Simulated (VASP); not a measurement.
# Re (Fm-3m) in VASP: a series of runs

Re is run at these levels: LDA; tasks: single point, relaxation of volume and atoms at fixed shape.

All numbers are computed with VASP 6.6.1; they aren't measurements. Logs are shortened: lines on timing, memory, paths and dates and some standing lists are left out, and cuts for length are marked.

### 1 The cell of the first run

Symmetry: Fm-3m, No. 225, cubic system. Conventional cell: a = 3.860 Å, b = 3.860 Å, c = 3.860 Å, α = 90.00°, β = 90.00°, γ = 90.00°. Re (site symmetry m-3m) has 12 Re at 2.73 Å within 3.6 Å.

### 2 Single point, LDA

File INCAR:

```
ALGO = Normal
EDIFF = 1E-7
ENCUT = 520
GGA = CA
ISIF = 2
ISMEAR = 0
LASPH = True
LCHARG = False
LREAL = False
LWAVE = False
NBANDS = 10
NELM = 80
PREC = Accurate
SIGMA = 0.05
```

File KPOINTS:

```
k-points
0
Gamma
  20 20 20
```

File POSCAR:

```
Re
1.0
    0.0000000000      1.9299796994      1.9299796994
    1.9299796994      0.0000000000      1.9299796994
    1.9299796994      1.9299796994      0.0000000000
Re
1
Direct
    0.0000000000      0.0000000000      0.0000000000
```

Potentials or basis: VASP PAW LDA potentials, release 64 (Re).

Command:

```
cat potpaw_LDA.64/Re/POTCAR > POTCAR
mpirun -np 1 vasp_std > vasp.out
```

OUTCAR:

```text
EDIFF = 1E-7
   ENCUT = 520
   GGA = CA
   ISIF = 2
   ISMEAR = 0
   LASPH = True
   LREAL = False
   NELM = 80
   PREC = Accurate

 ion  position               nearest neighbor table
   1  0.000  0.000  0.000-

  LATTYP: Found a face centered cubic cell.
 ALAT       =     3.8599593988

  Lattice vectors:

 A1 = (   0.0000000000,   1.9299796994,   1.9299796994)
 A2 = (   1.9299796994,   0.0000000000,   1.9299796994)
 A3 = (   1.9299796994,   1.9299796994,   0.0000000000)

Analysis of symmetry for initial positions (statically):
=====================================================================
 Subroutine PRICEL returns:
 Original cell was already a primitive cell.

 Routine SETGRP: Setting up the symmetry group for a
 face centered cubic supercell.

 Subroutine GETGRP returns: Found 48 space group operations
 (whereof 48 operations were pure point group operations)
 out of a pool of 48 trial point group operations.

The static configuration has the point symmetry O_h .

Analysis of symmetry for dynamics (positions and initial velocities):
=====================================================================
 Subroutine PRICEL returns:
 Original cell was already a primitive cell.

 Routine SETGRP: Setting up the symmetry group for a
 face centered cubic supercell.

 Subroutine GETGRP returns: Found 48 space group operations
 (whereof 48 operations were pure point group operations)
 out of a pool of 48 trial point group operations.

The dynamic configuration has the point symmetry O_h .

 Subroutine INISYM returns: Found 48 space group operations
 (whereof 48 operations are pure point group operations),
 and found     1 'primitive' translations

----------------------------------------------------------------------------------------

                                     Primitive cell

  volume of cell :      14.3777

  direct lattice vectors                    reciprocal lattice vectors
     0.000000000  1.929979699  1.929979699    -0.259070083  0.259070083  0.259070083
     1.929979699  0.000000000  1.929979699     0.259070083 -0.259070083  0.259070083
     1.929979699  1.929979699  0.000000000     0.259070083  0.259070083 -0.259070083

  length of vectors
     2.729403466  2.729403466  2.729403466     0.448722546  0.448722546  0.448722546

  position of ions in fractional coordinates (direct lattice)
     0.000000000  0.000000000  0.000000000

  ion indices of the primitive-cell ions
   primitive index   ion index
                 1           1

----------------------------------------------------------------------------------------

 KPOINTS: k-points

Automatic generation of k-mesh.
 Grid dimensions read from file:
 generate k-points for:   20   20   20

 Generating k-lattice:

  Cartesian coordinates                     Fractional coordinates (reciprocal lattice)
    -0.012953504  0.012953504  0.012953504     0.050000000  0.000000000  0.000000000
     0.012953504 -0.012953504  0.012953504     0.000000000  0.050000000  0.000000000
     0.012953504  0.012953504 -0.012953504     0.000000000  0.000000000  0.050000000

  Length of vectors
     0.022436127  0.022436127  0.022436127

  Shift w.r.t. Gamma in fractional coordinates (k-lattice)
     0.000000000  0.000000000  0.000000000

 Subroutine IBZKPT returns following result:
 ===========================================

 Found    256 irreducible k-points:

 Following reciprocal coordinates:
            Coordinates               Weight
  0.000000  0.000000  0.000000      1.000000
  0.050000  0.000000  0.000000      8.000000
  0.100000  0.000000  0.000000      8.000000
  0.150000  0.000000  0.000000      8.000000
  0.200000  0.000000  0.000000      8.000000
  0.250000  0.000000  0.000000      8.000000
[... 16 lines left out ...]
 -0.400000  0.050000  0.000000     24.000000
 -0.350000  0.050000  0.000000     24.000000
 [... further k-points ...]
   k-points           NKPTS =    256   k-points in BZ     NKDIM =    256   number of bands    NBANDS=     10
   number of dos      NEDOS =    301   number of ions     NIONS =      1
   total plane-waves  NPLWV =   8000
   dimension x,y,z NGX =    20 NGY =   20 NGZ =   20
   dimension x,y,z NGXF=    40 NGYF=   40 NGZF=   40
   ions per type =               1
   NGX,Y,Z   is equivalent  to a cutoff of  12.18, 12.18, 12.18 a.u.
   NGXF,Y,Z  is equivalent  to a cutoff of  24.36, 24.36, 24.36 a.u.
 SYSTEM =  unknown system
   PREC   = accura    normal or accurate (medium, high low for compatibility)
   ISTART =      0    job   : 0-new  1-cont  2-samecut
   ICHARG =      2    charge: 1-file 2-atom 10-const
   ISPIN  =      1    spin polarized calculation?
   LNONCOLLINEAR =      F non collinear calculations
   LSORBIT =      F    spin-orbit coupling
   LASPH  =      T    aspherical Exc in radial PAW
   ENCUT  =  520.0 eV  38.22 Ry    6.18 a.u.   5.07  5.07  5.07*2*pi/ulx,y,z
   NELM   =     80;   NELMIN=  2; NELMDL= -5     # of ELM steps
   EDIFF  = 0.1E-06   stopping-criterion for ELM
   LREAL  =      F    real-space projection
   EDIFFG = 0.1E-05   stopping-criterion for IOM
   NSW    =      0    number of steps for IOM
   IBRION =     -1    ionic relax: 0-MD 1-quasi-New 2-CG
   NFREE  =      0    steps in history (QN), initial steepest desc. (CG)
   ISIF   =      2    stress and relaxation
   ISYM   =      2    0-nonsym 1-usesym 2-fastsym
   POTIM  = 0.5000    time-step for ionic-motion
   TEBEG  =    0.0;   TEEND  =   0.0 temperature during run
   PSTRESS=    0.0 pullay stress
   NELECT =       7.0000    total number of electrons
   NUPDOWN=      -1.0000    fix difference up-down
   EMIN   =  10.00;   EMAX   =-10.00  energy-range for DOS
   EFERMI =   0.00;   METHOD = LEGACY
   ISMEAR =     0;   SIGMA  =   0.05  broadening in eV -4-tet -1-fermi 0-gaus
   EFERMI_NEDOS =   21; number of points for ismear=-14 and -15
   IALGO  =     38    algorithm
   IMIX   =      4    mixing-type and parameters
     AMIX     =   0.40;   BMIX     =  1.00
     AMIX_MAG =   1.60;   BMIX_MAG =  1.00
  volume/ion in A,a.u.               =      14.38        97.03
  Fermi-wavevector in a.u.,A,eV,Ry     =   1.287888  2.433755 22.567379  1.658656
  Thomas-Fermi vector in A             =   2.419875
   LORBIT       =      0    0 simple, 1 ext, 2 COOP (PROOUT), +10 PAW based schemes
   GGA     = CA    functional components
   LHFCALC =     F    Hartree Fock is set to
   AEXX    =    0.0000 exact exchange contribution
   IVDW    =     0    specifies the selected vdW correction
   LEPSILON=     F    determine dielectric tensor
   LRPA    =     F    only Hartree local field effects (RPA)
 non-spin polarized calculation
 Gauss-broadening in eV      SIGMA  =   0.05
  energy-cutoff  :      520.00
  volume of cell :       14.38
 maximum number of plane-waves:       399
   NGX = 11   NGY = 11   NGZ = 11

 number of electron       7.0000001 magnetization

 Free energy of the ion-electron system (eV)
  ---------------------------------------------------
  ext. energy  EPLUGINS =         0.00000000
  ---------------------------------------------------
  free energy    TOTEN  =       -13.69466001 eV

  energy without entropy =      -13.69320886  energy(sigma->0) =      -13.69393443

 E-fermi :   8.4370     XC(G=0): -13.9673

 val. band max:        8.4362362755   @ k =  -0.2000   0.1500   0.0000
 cond. band min:       8.4485160834   @ k =  -0.3000   0.3000   0.0000
 fundamental gap:      0.0122798080
 Fermi energy:         8.4370255601

 k-point     1 :       0.0000    0.0000    0.0000
  band No.  band energies     occupation
      1      -1.8079      2.00000
      2       6.4138      2.00000
      3       6.4138      2.00000
      4       6.4138      2.00000
      5       9.7020      0.00000
      6       9.7020      0.00000
      7      22.4024      0.00000
      8      28.1466      0.00000
      9      28.1466      0.00000
     10      28.1466      0.00000

 k-point     2 :       0.0500    0.0000    0.0000
  band No.  band energies     occupation
      1      -1.6873      2.00000
      2       6.3308      2.00000
      3       6.4713      2.00000
      4       6.4713      2.00000
      5       9.6540      0.00000
      6       9.6540      0.00000
      7      22.6394      0.00000
      8      27.5188      0.00000
      9      28.3684      0.00000
     10      28.3684      0.00000

 k-point     3 :       0.1000    0.0000    0.0000
  band No.  band energies     occupation
      1      -1.3370      2.00000
      2       6.1117      2.00000
      3       6.6257      2.00000
      4       6.6257      2.00000
      5       9.5395      0.00000
      6       9.5395      0.00000
      7      23.2967      0.00000
      8      26.3097      0.00000
      9      29.0168      0.00000
     10      29.0168      0.00000

 k-point     4 :       0.1500    0.0000    0.0000
  band No.  band energies     occupation
      1      -0.7933      2.00000
      2       5.8369      2.00000
      3       6.8161      2.00000
      4       6.8161      2.00000
      5       9.4483      0.00000
      6       9.4483      0.00000
      7      24.0480      0.00000
      8      25.2912      0.00000
      9      30.0458      0.00000
     10      30.0458      0.00000

 k-point     5 :       0.2000    0.0000    0.0000
  band No.  band energies     occupation
      1      -0.1290      2.00000
      2       5.6216      2.00000
      3       6.9341      2.00000
      4       6.9341      2.00000
      5       9.5191      0.00000
      6       9.5191      0.00000
      7      23.4922      0.00000
      8      25.7904      0.00000
      9      31.3901      0.00000
     10      31.3901      0.00000

 k-point     6 :       0.2500    0.0000    0.0000
  band No.  band energies     occupation
      1       0.5328      2.00000
      2       5.6118      2.00000
      3       6.8952      2.00000
      4       6.8952      2.00000
      5       9.8548      0.00000
      6       9.8548      0.00000
      7      22.4780      0.00000
      8      26.4486      0.00000
      9      32.9482      0.00000
     10      32.9931      0.00000

 k-point     7 :       0.3000    0.0000    0.0000
  band No.  band energies     occupation
      1       1.0356      2.00000
      2       5.9556      2.00000
      3       6.7309      2.00000
      4       6.7309      2.00000
      5      10.4185      0.00000
      6      10.4185      0.00000
      7      21.5364      0.00000
      8      25.9011      0.00000
      9      33.4215      0.00000
     10      33.4464      0.00000

 k-point     8 :       0.3500    0.0000    0.0000
  band No.  band energies     occupation
      1       1.2974      2.00000
      2       6.5273      2.00000
      3       6.5273      2.00000
      4       6.6856      2.00000
      5      11.0885      0.00000
      6      11.0885      0.00000
      7      20.6730      0.00000
      8      24.4604      0.00000
      9      31.6676      0.00000
     10      31.6676      0.00000

 k-point     9 :       0.4000    0.0000    0.0000
  band No.  band energies     occupation
      1       1.3787      2.00000
      2       6.3481      2.00000
      3       6.3481      2.00000
      4       7.6281      2.00000
      5      11.7281      0.00000
      6      11.7281      0.00000
      7      19.8378      0.00000
      8      23.0662      0.00000
      9      30.1584      0.00000
     10      30.1584      0.00000
[... 118 lines left out ...]
 k-point    19 :       0.4000    0.0500    0.0000
  band No.  band energies     occupation
      1       1.4708      2.00000
      2       6.2552      2.00000
      3       6.5245      2.00000
      4       7.1085      2.00000
      5      11.4426      0.00000
      6      11.8502      0.00000
      7      20.1806      0.00000
      8      23.5844      0.00000
      9      29.9228      0.00000
     10      30.9928      0.00000

 k-point    20 :       0.4500    0.0500    0.0000
  band No.  band energies     occupation
      1       1.4912      2.00000
      2       6.1129      2.00000
      3       6.3731      2.00000
      4       7.9841      2.00000
      5      12.1556      0.00000
      6      12.2643      0.00000
      7      19.2796      0.00000
      8      22.6041      0.00000
      9      29.0283      0.00000
     10      29.6754      0.00000

 k-point    21 :       0.5000    0.0500    0.0000
  band No.  band energies     occupation
      1       1.4855      2.00000
      2       6.0545      2.00000
      3       6.2902      2.00000
      4       8.5108      0.03687
      5      12.3802      0.00000
      6      12.6283      0.00000
      7      18.7093      0.00000
      8      22.1864      0.00000
      9      28.7531      0.00000
     10      28.8513      0.00000

 k-point    22 :      -0.4500    0.0500    0.0000
  band No.  band energies     occupation
      1       1.4887      2.00000
      2       6.0851      2.00000
      3       6.2882      2.00000
      4       8.4101      1.55309
      5      12.1484      0.00000
      6      12.7190      0.00000
      7      18.8398      0.00000
      8      22.2698      0.00000
      9      28.6704      0.00000
     10      29.1639      0.00000

 k-point    23 :      -0.4000    0.0500    0.0000
  band No.  band energies     occupation
      1       1.4936      2.00000
      2       6.1995      2.00000
      3       6.3692      2.00000
      4       7.7370      2.00000
      5      11.6242      0.00000
      6      12.4300      0.00000
      7      19.5743      0.00000
      8      22.8705      0.00000
      9      29.1500      0.00000
     10      30.2134      0.00000

 k-point    24 :      -0.3500    0.0500    0.0000
  band No.  band energies     occupation
      1       1.4497      2.00000
      2       6.3823      2.00000
      3       6.5245      2.00000
      4       6.8249      2.00000
      5      10.9288      0.00000
      6      11.8811      0.00000
      7      20.4975      0.00000
      8      24.0306      0.00000
      9      30.1573      0.00000
     10      31.7876      0.00000

 [... further k-points ...]
[... 5 lines left out ...]
  --------------------------------------------------------------------------------------
  -------------------------------------------------------------------------------------
  Total        0.1324809      0.1324809      0.1324809      0.0000000      0.0000000      0.0000000
  in kB       14.7630302     14.7630302     14.7630302      0.0000000      0.0000000      0.0000000
  external PRESSURE =      14.7630302 kB  Pullay stress =       0.0000000 kB

 VOLUME and BASIS-vectors are now :
 -----------------------------------------------------------------------------
  energy-cutoff  :      520.00
  volume of cell :       14.38
      direct lattice vectors                 reciprocal lattice vectors
     0.000000000  1.929979699  1.929979699    -0.259070083  0.259070083  0.259070083
     1.929979699  0.000000000  1.929979699     0.259070083 -0.259070083  0.259070083
     1.929979699  1.929979699  0.000000000     0.259070083  0.259070083 -0.259070083

 POSITION                                       TOTAL-FORCE (eV/Angst)
 -----------------------------------------------------------------------------------
      0.00000      0.00000      0.00000        -0.000000      0.000000     -0.000000
 -----------------------------------------------------------------------------------
    total drift:                               -0.000000     -0.000000     -0.000000

  FREE ENERGIE OF THE ION-ELECTRON SYSTEM (eV)
  ---------------------------------------------------
  free  energy   TOTEN  =       -13.6946600074 eV

  energy  without entropy=      -13.6932088575  energy(sigma->0) =      -13.69393443
```

Wall time 22 s (1 thread of AMD EPYC 7R13 (Zen 3), shared host); peak memory 0.12 GiB.

What came out:

```
Free energy : -13.6947 eV
Pressure    : 1.5 GPa
```

Caveat: spin-orbit coupling is left out, which moves the levels of the heavy elements.

[end of part 1 of 2]
